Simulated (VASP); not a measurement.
InF (zincblende type): single point with PBE

InF (zincblende type):

```
In F
1.0
     0.00000    2.94367    2.94367
     2.94367    0.00000    2.94367
     2.94367    2.94367    0.00000
In F
1 1
Direct
  0.00000 0.00000 0.00000
  0.25000 0.25000 0.25000
```

This cell differs from its parent crystal: volume scaled by 0.9405.

```yaml
Program: VASP 6.6.1
Task: single point
Functional: PBE
Potentials_or_basis: VASP PAW PBE potentials, release 64 (In_d, F)
Cutoff: 520 eV
k_mesh: 13 × 13 × 13
Occupations: fermi-dirac, width 0.05 eV
Spin: no spin polarisation
Dipole_correction: no
Further_INCAR_settings: ALGO = Normal; EDIFF = 1e-07; NBANDS = 17
```

| Item | Value |
| --- | --- |
| Pressure | 1.4 GPa |
| Band gap on the k mesh | 1.66 eV, direct |

Levels at points of the mesh, in eV from the valence-band top:
```csv
k point,band 7,band 8,band 9,band 10,band 11,band 12,band 13,band 14
"(0.00, 0.00, 0.00)",-4.07,-3.79,-3.79,-3.79,6.47,6.47,6.47,9.92
```

It took 110 s on 1 thread of AMD EPYC 7R43 64-Core Processor (Zen 3), with other jobs on the host, peak memory 0.17 GiB.

Caveat: spin-orbit coupling is left out, which moves the levels of the heavy elements. A k mesh can miss the band edges.
